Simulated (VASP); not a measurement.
Write the native input for VASP 6.6.1 that does the following.

```
Task                   : electric field gradients
Functional             : PBEsol
Potentials or basis    : VASP PAW PBE potentials, release 64 (N)
Cutoff                 : 520 eV
k mesh                 : 4 × 4 × 4
Occupations            : fermi-dirac, width 0.02 eV
Spin                   : no spin polarisation
Dipole correction      : no
Further INCAR settings : ALGO = Normal; EDIFF = 1e-08; NBANDS = 18
```

The structure of N lies in POSCAR:

```
N
1.0
    5.6490000000      0.0000000000      0.0000000000
    0.0000000000      5.6490000000      0.0000000000
    0.0000000000      0.0000000000      5.7054900000
N
4
Direct
    0.0300000000      0.0300000000      0.0300000000
    0.4700000000      0.9700000000      0.5300000000
    0.5300000000      0.4700000000      0.9700000000
    0.9700000000      0.5300000000      0.4700000000
```

This cell differs from its parent crystal: zz strain of +1 %.

One way to write it, as run:

INCAR

```
SYSTEM = N
PREC = Accurate
ENCUT = 520
EDIFF = 1E-8
ISMEAR = -1
SIGMA = 0.02
LREAL = .False.
LASPH = .True.
NELM = 100
ALGO = Normal
ISIF = 2
LWAVE = .False.
LCHARG = .False.
GGA = PS
LEFG = .True.
NBANDS = 18
```

KPOINTS

```
Automatic mesh
0
Gamma
  4 4 4
  0 0 0
```

Potentials or basis: VASP PAW PBE potentials, release 64 (N).

The run is started by

```console
$ cat potpaw_PBE.64/N/POTCAR > POTCAR
$ mpirun -np 1 vasp_std > vasp.out
```

It gave:

```json
{
 "Pressure": "-4.0 GPa",
 "Largest force": "0.386 eV/Å",
 "Band gap on the k mesh": "zero (bands 10 and 11 overlap by 0.15 eV)",
 "Largest electric field gradient by atom": "N -6.0 V/Å²"
}
```

Caveat: the cell differs from its parent crystal (zz strain of +1 %); the cell stands under tension; without QUAD_EFG the Cq values of the log hold for a quadrupole moment of 1 mb, not for the nuclei; the PAW data sets were made with another functional, which shifts forces and pressure a little.

It took 62 s on 1 thread of Intel(R) Xeon(R) Platinum 8259CL CPU @ 2.50GHz (Skylake/Cascade Lake), on a shared host, peak memory 0.27 GiB.
